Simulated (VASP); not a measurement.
Here is a VASP 6.6.1 calculation.

INCAR

```
SYSTEM = Si16Ge
PREC = Accurate ; ENCUT = 520
EDIFF = 1E-6 ; ISMEAR = -1
SIGMA = 0.02 ; LREAL = Auto
LASPH = .TRUE. ; NELM = 80
ALGO = Normal ; ISIF = 2
LWAVE = .FALSE. ; LCHARG = .FALSE.
GGA = PE ; IVDW = 12
IBRION = 2 ; NSW = 45
EDIFFG = -0.08
```

File KPOINTS:

```
regular mesh
0
G
  2 2 2
  0 0 0
```

File POSCAR:

```
Si16Ge
1.0
    0.0000000000      5.4300000000      5.4300000000
    5.4300000000      0.0000000000      5.4300000000
    5.4300000000      5.4300000000      0.0000000000
Si Ge
16 1
Direct
    0.0000000000      0.0000000000      0.0000000000
    0.1250000000      0.1250000000      0.1250000000
    0.0000000000      0.0000000000      0.5000000000
    0.1250000000      0.1250000000      0.6250000000
    0.0000000000      0.5000000000      0.0000000000
    0.1250000000      0.6250000000      0.1250000000
    0.0000000000      0.5000000000      0.5000000000
    0.1250000000      0.6250000000      0.6250000000
    0.5000000000      0.0000000000      0.0000000000
    0.6250000000      0.1250000000      0.1250000000
    0.5000000000      0.0000000000      0.5000000000
    0.6250000000      0.1250000000      0.6250000000
    0.5000000000      0.5000000000      0.0000000000
    0.6250000000      0.6250000000      0.1250000000
    0.5000000000      0.5000000000      0.5000000000
    0.6250000000      0.6250000000      0.6250000000
    0.8798987000      0.8791262000      0.3682147000
```

Potentials or basis: VASP PAW PBE potentials, release 64 (Si, Ge_d).

Launch:

```bash
$ cat potpaw_PBE.64/Si/POTCAR potpaw_PBE.64/Ge_d/POTCAR > POTCAR
$ mpirun -np 1 vasp_std > vasp.out
```

**Question.** Predict the energy gained by relaxing.

**Answer.** 20.1 meV/atom.

**Question.** Estimate the dispersion energy per atom.

**Answer.** -0.333 eV.

**Question.** Predict the band gap on the k mesh.

**Answer.** Zero (bands 39 and 40 overlap by 0.31 eV).

Forces on the atoms (eV/Å):
```
Si  -0.001  0.000  0.009
Si  -0.004 -0.004  0.008
Si  -0.006 -0.004  0.009
Si   0.007  0.005 -0.018
Si   0.000  0.003 -0.005
Si  -0.009 -0.008  0.007
Si  -0.001 -0.004  0.014
Si   0.005  0.009  0.005
Si   0.003  0.000 -0.006
Si  -0.008 -0.009  0.008
Si  -0.005  0.001  0.013
Si   0.009  0.005  0.005
Si   0.005  0.004 -0.002
Si   0.000  0.000 -0.001
Si  -0.005 -0.005  0.000
Si   0.000  0.001 -0.009
Ge   0.010  0.007 -0.037
```

Caveat: the k points lie up to 0.50 Å⁻¹ apart; the relaxation stopped at a loose force limit of 0.08 eV/Å, so its end isn't a converged minimum.
